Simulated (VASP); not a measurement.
Here is a VASP 6.6.1 calculation.

INCAR

```
ALGO = Normal ; EDIFF = 1E-6
ENCUT = 520 ; GGA = PS
ISIF = 2 ; ISMEAR = -1
LASPH = True ; LCHARG = False
LREAL = False ; LWAVE = False
NBANDS = 12 ; NELM = 100
PREC = Accurate ; SIGMA = 0.1
```

The input KPOINTS:

```
k-points
0
Gamma
  12 12 12
```

The input POSCAR:

```
Hg
1.0
    2.8232150627      0.0000000000      0.0000000000
    0.0000000000      2.8232150627      0.0000000000
    0.0000000000      0.0000000000      2.8232150627
Hg
1
Direct
    0.0000000000      0.0000000000      0.0000000000
```

Potentials or basis: VASP PAW PBE potentials, release 64 (Hg).

The run is started by

```sh
$ cat potpaw_PBE.64/Hg/POTCAR > POTCAR
$ mpirun -np 1 vasp_std > vasp.out
```

(1) What does it give for the pressure?

(2) Estimate the band gap on the k mesh.

## Answers

(1) 9.0 GPa.

(2) zero (bands 6 and 7 overlap by 7.62 eV).

Caveat: the cell stands under pressure; the PAW data sets were made with another functional, which shifts forces and pressure a little; spin-orbit coupling is left out, which moves the levels of the heavy elements.
